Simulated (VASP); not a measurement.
Wanted: the native input for a VASP 6.6.1 run.

* Task: single point
* Functional: r2SCAN
* Potentials or basis: VASP PAW PBE potentials, release 64 (W_sv, S)
* Cutoff: 520 eV
* k mesh: 6 × 6 × 4
* Occupations: gaussian, width 0.05 eV
* Spin: collinear spin, ferrimagnetic start
* Starting moments: [0.05, -0.01, -0.01] μB
* Dipole correction: no
* Further INCAR settings: ALGO = Normal; EDIFF = 1e-06; NBANDS = 24

WS2:

```
W S
1.0
     3.57820    0.00000    0.00000
    -1.78910    3.09881    0.00000
     0.00000    0.00000    5.77238
W S
1 2
Direct
  0.00000 0.00000 0.00000
  0.33333 0.66667 0.25200
  0.66667 0.33333 0.74800
```

One way to write it, as run:

POSCAR

```
WS2
1.0
    3.5782025500      0.0000000000      0.0000000000
   -1.7891012700      3.0988143100      0.0000000000
    0.0000000000      0.0000000000      5.7723833600
W S
1 2
Direct
    0.0000000000      0.0000000000      0.0000000000
    0.3333333333      0.6666666667      0.2520000000
    0.6666666667      0.3333333333      0.7480000000
```

INCAR.step1

```
SYSTEM = WS2
  ALGO = Normal
  EDIFF = 1E-4
  ENCUT = 520
  GGA = PE
  ISMEAR = 0
  ISPIN = 2
  LASPH = .True.
  LCHARG = .False.
  LMAXMIX = 4
  LREAL = .False.
  LWAVE = .True.
  MAGMOM = 0.05 -0.01 -0.01
  NBANDS = 24
  NELM = 150
  PREC = Accurate
  SIGMA = 0.05
```

INCAR.step2

```
SYSTEM = WS2
  ALGO = Normal
  EDIFF = 1E-6
  ENCUT = 520
  ISIF = 2
  ISMEAR = 0
  ISPIN = 2
  ISTART = 1
  LASPH = .True.
  LCHARG = .True.
  LELF = .True.
  LMAXMIX = 4
  LMIXTAU = .True.
  LORBIT = 11
  LREAL = .False.
  LVHAR = .True.
  LWAVE = .False.
  MAGMOM = 0.05 -0.01 -0.01
  METAGGA = R2SCAN
  NBANDS = 24
  NELM = 150
  PREC = Accurate
  SIGMA = 0.05
```

KPOINTS

```
k-points
0
Gamma
  6 6 4
  0 0 0
```

Potentials or basis: VASP PAW PBE potentials, release 64 (W_sv, S).

The run is started by

```sh
$ cat potpaw_PBE.64/W_sv/POTCAR potpaw_PBE.64/S/POTCAR > POTCAR
$ cp INCAR.step1 INCAR
$ mpirun -np 1 vasp_std > vasp.out
$ cp INCAR.step2 INCAR
$ mpirun -np 1 vasp_std > vasp.out
```

Results of the run:

| Property | Result |
| --- | --- |
| Pressure | -15.5 GPa |
| Largest force | 1.117 eV/Å |
| Net moment | 0.06 μB per cell |
| Site moments | W +0.06; S -0.01 μB |
| Valence electrons inside the program's atomic spheres | W 11.64; S 3.67 |

Caveat: the PAW data sets were made with another functional, which shifts forces and pressure a little.

Wall time 5.3 min on 1 thread of Intel(R) Xeon(R) Platinum 8488C (Sapphire Rapids), on a shared host, peak memory 0.26 GiB.
